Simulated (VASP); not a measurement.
# Ca (P6_3/mmc) in VASP: a series of runs

The runs below take Ca through single point, with PBE.

Everything below comes from runs of VASP 6.6.1. Logs are shortened: lines on timing, memory, paths and dates and some standing lists are left out, and cuts for length are marked.

### 1 The cell of the first run

Symmetry: P6_3/mmc, No. 194, hexagonal system. The conventional cell has a = 3.662 Å, b = 3.662 Å, c = 7.042 Å, α = 90.00°, β = 90.00°, γ = 120.00°. Ca (site symmetry -6m2) has 12 Ca at 3.66 to 4.11 Å within 4.8 Å.

### 2 Single point, PBE (strain -0.080 along x and y, +0.080 along z)

File INCAR:

```
PREC = Accurate ; ENCUT = 520
EDIFF = 1E-6 ; ISMEAR = 0
SIGMA = 0.15 ; LREAL = False
LASPH = True ; NELM = 60
ALGO = Fast ; ISIF = 2
LWAVE = False ; LCHARG = True
GGA = PE ; LELF = True
LVHAR = True ; NBANDS = 17
```

File KPOINTS:

```
regular mesh
0
Gamma
  15 15 8
```

File POSCAR:

```
Ca
1.0
    3.6615995590      0.0000000000      0.0000000000
   -1.8307997795      3.1710382365      0.0000000000
    0.0000000000      0.0000000000      7.0416000000
Ca
2
Direct
    0.3333333333      0.6666666667      0.2500000000
    0.6666666667      0.3333333333      0.7500000000
```

Potentials or basis: VASP PAW PBE potentials, release 64 (Ca_sv).

On the command line:

```bash
$ cat potpaw_PBE.64/Ca_sv/POTCAR > POTCAR
$ mpirun -np 1 vasp_std > vasp.out
```

OUTCAR:

```text
PREC = Accurate
   ENCUT = 520
   EDIFF = 1E-6
   ISMEAR = 0
   LREAL = False
   LASPH = True
   NELM = 60
   ISIF = 2
   GGA = PE

 ion  position               nearest neighbor table
   1  0.333  0.667  0.250-
   2  0.667  0.333  0.750-

  LATTYP: Found a hexagonal cell.
 ALAT       =     3.6615995590
 C/A-ratio  =     1.9230939611

  Lattice vectors:

 A1 = (   3.6615995590,   0.0000000000,   0.0000000000)
 A2 = (  -1.8307997795,   3.1710382365,   0.0000000000)
 A3 = (   0.0000000000,   0.0000000000,   7.0416000000)

Analysis of symmetry for initial positions (statically):
=====================================================================
 Subroutine PRICEL returns:
 Original cell was already a primitive cell.

 Routine SETGRP: Setting up the symmetry group for a
 hexagonal supercell.

 Subroutine GETGRP returns: Found 24 space group operations
 (whereof 12 operations were pure point group operations)
 out of a pool of 24 trial point group operations.

The static configuration has the point symmetry D_3d.
 The point group associated with its full space group is D_6h.

Analysis of symmetry for dynamics (positions and initial velocities):
=====================================================================
 Subroutine PRICEL returns:
 Original cell was already a primitive cell.

 Routine SETGRP: Setting up the symmetry group for a
 hexagonal supercell.

 Subroutine GETGRP returns: Found 24 space group operations
 (whereof 12 operations were pure point group operations)
 out of a pool of 24 trial point group operations.

The dynamic configuration has the point symmetry D_3d.
 The point group associated with its full space group is D_6h.

 Subroutine INISYM returns: Found 24 space group operations
 (whereof 12 operations are pure point group operations),
 and found     1 'primitive' translations

----------------------------------------------------------------------------------------

                                     Primitive cell

  volume of cell :      81.7605

  direct lattice vectors                    reciprocal lattice vectors
     3.661599559  0.000000000  0.000000000     0.273104687  0.157677064  0.000000000
    -1.830799779  3.171038236  0.000000000     0.000000000  0.315354129  0.000000000
     0.000000000  0.000000000  7.041600000     0.000000000  0.000000000  0.142013179

  length of vectors
     3.661599559  3.661599559  7.041600000     0.315354129  0.315354129  0.142013179

  position of ions in fractional coordinates (direct lattice)
     0.333333333  0.666666667  0.250000000
     0.666666667  0.333333333  0.750000000

  ion indices of the primitive-cell ions
   primitive index   ion index
                 1           1
                 2           2

----------------------------------------------------------------------------------------

 KPOINTS: regular mesh

Automatic generation of k-mesh.
 Grid dimensions read from file:
 generate k-points for:   15   15    8

 Generating k-lattice:

  Cartesian coordinates                     Fractional coordinates (reciprocal lattice)
     0.018206979  0.010511804  0.000000000     0.066666667  0.000000000  0.000000000
     0.000000000  0.021023609  0.000000000     0.000000000  0.066666667  0.000000000
     0.000000000  0.000000000  0.017751647     0.000000000  0.000000000  0.125000000

  Length of vectors
     0.021023609  0.021023609  0.017751647

  Shift w.r.t. Gamma in fractional coordinates (k-lattice)
     0.000000000  0.000000000  0.000000000

 Subroutine IBZKPT returns following result:
 ===========================================

 Found    135 irreducible k-points:

 Following reciprocal coordinates:
            Coordinates               Weight
  0.000000  0.000000  0.000000      1.000000
  0.066667  0.000000  0.000000      6.000000
  0.133333  0.000000  0.000000      6.000000
  0.200000  0.000000  0.000000      6.000000
  0.266667  0.000000  0.000000      6.000000
  0.333333  0.000000  0.000000      6.000000
[... 16 lines left out ...]
  0.333333  0.200000  0.000000     12.000000
  0.400000  0.200000  0.000000      6.000000
 [... further k-points ...]
   k-points           NKPTS =    135   k-points in BZ     NKDIM =    135   number of bands    NBANDS=     17
   number of dos      NEDOS =    301   number of ions     NIONS =      2
   total plane-waves  NPLWV =  42336
   dimension x,y,z NGX =    28 NGY =   28 NGZ =   54
   dimension x,y,z NGXF=    56 NGYF=   56 NGZF=  108
   ions per type =               2
   NGX,Y,Z   is equivalent  to a cutoff of  12.71, 12.71, 12.75 a.u.
   NGXF,Y,Z  is equivalent  to a cutoff of  25.43, 25.43, 25.50 a.u.
 SYSTEM =  unknown system
   PREC   = accura    normal or accurate (medium, high low for compatibility)
   ISTART =      0    job   : 0-new  1-cont  2-samecut
   ICHARG =      2    charge: 1-file 2-atom 10-const
   ISPIN  =      1    spin polarized calculation?
   LNONCOLLINEAR =      F non collinear calculations
   LSORBIT =      F    spin-orbit coupling
   LASPH  =      T    aspherical Exc in radial PAW
   ENCUT  =  520.0 eV  38.22 Ry    6.18 a.u.   6.81  6.81 13.09*2*pi/ulx,y,z
   NELM   =     60;   NELMIN=  2; NELMDL= -5     # of ELM steps
   EDIFF  = 0.1E-05   stopping-criterion for ELM
   LREAL  =      F    real-space projection
   EDIFFG = 0.1E-04   stopping-criterion for IOM
   NSW    =      0    number of steps for IOM
   IBRION =     -1    ionic relax: 0-MD 1-quasi-New 2-CG
   NFREE  =      0    steps in history (QN), initial steepest desc. (CG)
   ISIF   =      2    stress and relaxation
   ISYM   =      2    0-nonsym 1-usesym 2-fastsym
   POTIM  = 0.5000    time-step for ionic-motion
   TEBEG  =    0.0;   TEEND  =   0.0 temperature during run
   PSTRESS=    0.0 pullay stress
   NELECT =      20.0000    total number of electrons
   NUPDOWN=      -1.0000    fix difference up-down
   EMIN   =  10.00;   EMAX   =-10.00  energy-range for DOS
   EFERMI =   0.00;   METHOD = LEGACY
   ISMEAR =     0;   SIGMA  =   0.15  broadening in eV -4-tet -1-fermi 0-gaus
   EFERMI_NEDOS =   21; number of points for ismear=-14 and -15
   IALGO  =     68    algorithm
   IMIX   =      4    mixing-type and parameters
     AMIX     =   0.40;   BMIX     =  1.00
     AMIX_MAG =   1.60;   BMIX_MAG =  1.00
  volume/ion in A,a.u.               =      40.88       275.87
  Fermi-wavevector in a.u.,A,eV,Ry     =   1.023851  1.934799 14.262603  1.048272
  Thomas-Fermi vector in A             =   2.157607
   LORBIT       =      0    0 simple, 1 ext, 2 COOP (PROOUT), +10 PAW based schemes
   GGA     = PE    functional components
   LHFCALC =     F    Hartree Fock is set to
   AEXX    =    0.0000 exact exchange contribution
   IVDW    =     0    specifies the selected vdW correction
   LEPSILON=     F    determine dielectric tensor
   LRPA    =     F    only Hartree local field effects (RPA)
 non-spin polarized calculation
 RMM-DIIS sequential band-by-band and
 Gauss-broadening in eV      SIGMA  =   0.15
  energy-cutoff  :      520.00
  volume of cell :       81.76
 maximum number of plane-waves:      2224
 NGX is ok and might be reduce to    28
   NGX = 13   NGY = 13   NGZ = 27

 number of electron      20.0000004 magnetization

 Free energy of the ion-electron system (eV)
  ---------------------------------------------------
  ext. energy  EPLUGINS =         0.00000000
  ---------------------------------------------------
  free energy    TOTEN  =        -3.69818171 eV

  energy without entropy =       -3.67843883  energy(sigma->0) =       -3.68831027

 E-fermi :   2.1044     XC(G=0):  -7.8246

 val. band max:        2.1036266427   @ k =   0.2667   0.0000   0.1250
 cond. band min:       2.1155438516   @ k =   0.3333   0.2667   0.5000
 fundamental gap:      0.0119172089
 Fermi energy:         2.1044387545

 k-point     1 :       0.0000    0.0000    0.0000
  band No.  band energies     occupation
      1     -39.8673      2.00000
      2     -39.8605      2.00000
      3     -20.8795      2.00000
      4     -20.7868      2.00000
      5     -20.7732      2.00000
      6     -20.7732      2.00000
[... 9 lines left out ...]
     16       4.7081      0.00000
     17       5.6577      0.00000

 k-point     2 :       0.0667    0.0000    0.0000
  band No.  band energies     occupation
      1     -39.8663      2.00000
      2     -39.8596      2.00000
      3     -20.8774      2.00000
      4     -20.7865      2.00000
      5     -20.7821      2.00000
      6     -20.7755      2.00000
[... 9 lines left out ...]
     16       4.7698      0.00000
     17       5.5564      0.00000

 k-point     3 :       0.1333    0.0000    0.0000
  band No.  band energies     occupation
      1     -39.8635      2.00000
      2     -39.8572      2.00000
      3     -20.8711      2.00000
      4     -20.8074      2.00000
      5     -20.8002      2.00000
      6     -20.7857      2.00000
[... 9 lines left out ...]
     16       4.9620      0.00000
     17       5.3102      0.00000

 k-point     4 :       0.2000    0.0000    0.0000
  band No.  band energies     occupation
      1     -39.8593      2.00000
      2     -39.8536      2.00000
      3     -20.8614      2.00000
      4     -20.8447      2.00000
      5     -20.8371      2.00000
      6     -20.7912      2.00000
[... 9 lines left out ...]
     16       5.0679      0.00000
     17       5.2718      0.00000
[... 343 lines left out ...]
      1     -39.8448      2.00000
      2     -39.8421      2.00000
      3     -20.9363      2.00000
      4     -20.9306      2.00000
      5     -20.8488      2.00000
      6     -20.8393      2.00000
[... 9 lines left out ...]
     16       5.0309      0.00000
     17       5.8235      0.00000

 k-point    23 :       0.3333    0.2000    0.0000
  band No.  band energies     occupation
      1     -39.8422      2.00000
      2     -39.8404      2.00000
      3     -20.9498      2.00000
      4     -20.9406      2.00000
      5     -20.8628      2.00000
      6     -20.8514      2.00000
[... 9 lines left out ...]
     16       5.2755      0.00000
     17       5.8279      0.00000

 k-point    24 :       0.4000    0.2000    0.0000
  band No.  band energies     occupation
      1     -39.8413      2.00000
      2     -39.8399      2.00000
      3     -20.9544      2.00000
      4     -20.9438      2.00000
      5     -20.8681      2.00000
      6     -20.8557      2.00000
[... 9 lines left out ...]
     16       5.4003      0.00000
     17       5.8270      0.00000

 [... further k-points ...]
[... 5 lines left out ...]
  --------------------------------------------------------------------------------------
  -------------------------------------------------------------------------------------
  Total        1.5888271      1.5888271     -1.6861041     -0.0000000      0.0000000      0.0000000
  in kB       31.1346178     31.1346178    -33.0408557     -0.0000000      0.0000000      0.0000000
  external PRESSURE =       9.7427933 kB  Pullay stress =       0.0000000 kB

 VOLUME and BASIS-vectors are now :
 -----------------------------------------------------------------------------
  energy-cutoff  :      520.00
  volume of cell :       81.76
      direct lattice vectors                 reciprocal lattice vectors
     3.661599559  0.000000000  0.000000000     0.273104687  0.157677064  0.000000000
    -1.830799779  3.171038236  0.000000000     0.000000000  0.315354129  0.000000000
     0.000000000  0.000000000  7.041600000     0.000000000  0.000000000  0.142013179

 POSITION                                       TOTAL-FORCE (eV/Angst)
 -----------------------------------------------------------------------------------
     -0.00000      2.11403      1.76040         0.000000      0.000000      0.000000
      1.83080      1.05701      5.28120        -0.000000     -0.000000      0.000000
 -----------------------------------------------------------------------------------
    total drift:                               -0.000000      0.000000     -0.000000

  FREE ENERGIE OF THE ION-ELECTRON SYSTEM (eV)
  ---------------------------------------------------
  free  energy   TOTEN  =        -3.6981817086 eV

  energy  without entropy=       -3.6784388314  energy(sigma->0) =       -3.68831027
```

It took 2 min on 1 thread of AMD EPYC 9R45 (Zen 5), shared host; peak memory 0.27 GiB.

What came out:

```yaml
Free_energy: -3.6982 eV
Pressure: 1.0 GPa
Band_gap_on_the_k_mesh: zero (band 10 reaches 2.50 eV, above the bottom of band 11 at 1.38 eV)
```

Stress tensor (GPa, compression positive):
```
 3.11  0.00  0.00
 0.00  3.11  0.00
 0.00  0.00 -3.30
```

Levels at points of the mesh, in eV from the Fermi level:
| k point | band 7 | band 8 | band 9 | band 10 | band 11 | band 12 | band 13 | band 14 |
| --- | --- | --- | --- | --- | --- | --- | --- | --- |
| (0.00, 0.00, 0.00) | -22.87 | -22.87 | -4.10 | -1.62 | -0.73 | 1.62 | 2.44 | 2.44 |
| (0.00, 0.00, 0.50) | -22.87 | -22.87 | -3.27 | -3.27 | 0.83 | 0.83 | 2.48 | 2.48 |

Caveat: the cell differs from its parent crystal (strain -0.080 along x and y, +0.080 along z).

### 3 Single point, PBE (strain +0.000 along x and y, -0.080 along z)

File INCAR:

```
SYSTEM = Ca
ALGO = Fast ; EDIFF = 1E-7
ENCUT = 520 ; GGA = PE
ISIF = 2 ; ISMEAR = 0
LASPH = .True. ; LCHARG = .False.
LREAL = .False. ; LWAVE = .False.
NBANDS = 17 ; NELM = 60
PREC = Accurate ; SIGMA = 0.15
```

File KPOINTS:

```
k-points
0
Gamma
  15 15 8
  0 0 0
```

File POSCAR:

```
Ca
1.0
    3.9799995206      0.0000000000      0.0000000000
   -1.9899997603      3.4467806919      0.0000000000
    0.0000000000      0.0000000000      5.9984000000
Ca
2
Direct
    0.3333333333      0.6666666667      0.2500000000
    0.6666666667      0.3333333333      0.7500000000
```

Potentials or basis: VASP PAW PBE potentials, release 64 (Ca_sv).

On the command line:

```bash
$ cat potpaw_PBE.64/Ca_sv/POTCAR > POTCAR
$ mpirun -np 1 vasp_std > vasp.out
```

It took 2.4 min on 1 thread of AMD EPYC 9R45 (Zen 5), shared host; peak memory 0.28 GiB.

It converged, with:

* Free energy: -3.8217 eV
* Pressure: 0.7 GPa
* Band gap on the k mesh: zero (band 10 reaches 2.30 eV, above the bottom of band 11 at 1.78 eV)

Stress tensor (GPa, compression positive):
```
-0.09  0.00  0.00
 0.00 -0.09  0.00
 0.00  0.00  2.21
```

Levels at points of the mesh, in eV from the Fermi level:
```
           k point  band 7  band 8  band 9  band 10  band 11  band 12  band 13  band 14
(0.00, 0.00, 0.00)  -22.93  -22.92   -4.14    -0.84     0.16     2.20     2.20     2.61
(0.00, 0.00, 0.50)  -22.94  -22.94   -2.98    -2.98     1.65     1.65     2.12     2.12
```

Caveat: the cell differs from its parent crystal (strain +0.000 along x and y, -0.080 along z).

### 4 Single point, PBE (strain +0.000 along x and y, +0.080 along z)

File INCAR:

```
PREC = Accurate
ENCUT = 520
EDIFF = 1E-7
ISMEAR = 0
SIGMA = 0.15
LREAL = F
LASPH = T
NELM = 60
ALGO = Fast
ISIF = 2
LWAVE = F
LCHARG = F
GGA = PE
NBANDS = 17
```

File KPOINTS:

```
regular mesh
0
Gamma
  15 15 8
```

POSCAR: that of step 3 with these lines changed.

```diff
@@ -4,3 +4,3 @@
    -1.9899997603      3.4467806919      0.0000000000
-    0.0000000000      0.0000000000      5.9984000000
+    0.0000000000      0.0000000000      7.0416000000
 Ca
```

On the command line:

```bash
$ cat potpaw_PBE.64/Ca_sv/POTCAR > POTCAR
$ mpirun -np 1 vasp_std > vasp.out
```

Run time: 3.3 min. Hardware: 1 thread of AMD EPYC 9R45 (Zen 5), shared host; peak memory 0.31 GiB.

It converged, with:

```yaml
Free_energy: -3.7661 eV
Pressure: -1.8 GPa
Band_gap_on_the_k_mesh: zero (band 10 reaches 1.76 eV, above the bottom of band 11 at 0.96 eV)
```

Stress tensor (GPa, compression positive):
```
-1.13  0.00  0.00
 0.00 -1.13  0.00
 0.00  0.00 -3.01
```

Levels at points of the mesh, in eV from the Fermi level:
```tsv
k point	band 7	band 8	band 9	band 10	band 11	band 12	band 13	band 14
(0.00, 0.00, 0.00)	-23.29	-23.29	-3.83	-1.28	-0.53	1.81	2.15	2.15
(0.00, 0.00, 0.50)	-23.30	-23.30	-3.01	-3.01	1.05	1.05	2.17	2.17
```

Caveat: the cell differs from its parent crystal (strain +0.000 along x and y, +0.080 along z).

(Part 1 of 2 ends here.)
